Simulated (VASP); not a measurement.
## Fe: single point with LDA

The system is Fe.

```
CELL_PARAMETERS angstrom
3.64700 0.00000 0.00000
0.00000 3.64700 0.00000
0.00000 0.00000 3.64700
ATOMIC_POSITIONS crystal
Fe 0.01310 0.01310 0.01310
Fe 0.01310 0.51310 0.51310
Fe 0.51310 0.01310 0.51310
Fe 0.51310 0.51310 0.01310
```

```yaml
Program: VASP 6.6.1
Task: single point
Functional: LDA
Potentials_or_basis: VASP PAW LDA potentials, release 64 (Fe)
Cutoff: 520 eV
k_mesh: 3 × 3 × 3
Occupations: fermi-dirac, width 0.1 eV
Spin: non-collinear spin, typed start
Starting_moments: "[[0.54, 0.109, 0.58], [-0.547, -0.469, 0.832], [-1.856, 0.01, 0.405], [-0.091, 0.956, -0.279]] μB"
Dipole_correction: no
Further_INCAR_settings: ALGO = Normal; EDIFF = 1e-07; NBANDS = 46
```

```json
{"Pressure": "-32.0 GPa", "Band gap on the k mesh": "zero (band 32 reaches 5.83 eV, above the bottom of band 33 at 5.14 eV)", "Net moment": "4.74 μB per cell", "Valence electrons inside the program's atomic spheres": "Fe 7.14, 7.15"}
```

Stress tensor (GPa, compression positive):
```
-30.64   0.00   0.00
  0.00 -35.10   0.00
  0.00   0.00 -30.35
```

Levels at points of the mesh, in eV from the Fermi level:
| k point | band 28 | band 29 | band 30 | band 31 | band 32 | band 33 | band 34 | band 35 | band 36 | band 37 |
| --- | --- | --- | --- | --- | --- | --- | --- | --- | --- | --- |
| (0.00, 0.00, 0.00) | 0.36 | 0.36 | 0.40 | 0.57 | 0.68 | 0.83 | 1.37 | 1.42 | 1.51 | 1.55 |

Moments on the atoms (μB; x, y, z):
```
Fe   1.10  0.54  1.48
Fe  -0.83 -0.39  1.57
Fe  -1.62  0.48  0.66
Fe  -0.27  1.90 -0.11
```

Run time: 4 min on 1 thread of Intel(R) Xeon(R) Platinum 8559C (Emerald Rapids) (shared host), peak memory 0.24 GiB.

Caveat: the k points lie up to 0.57 Å⁻¹ apart.
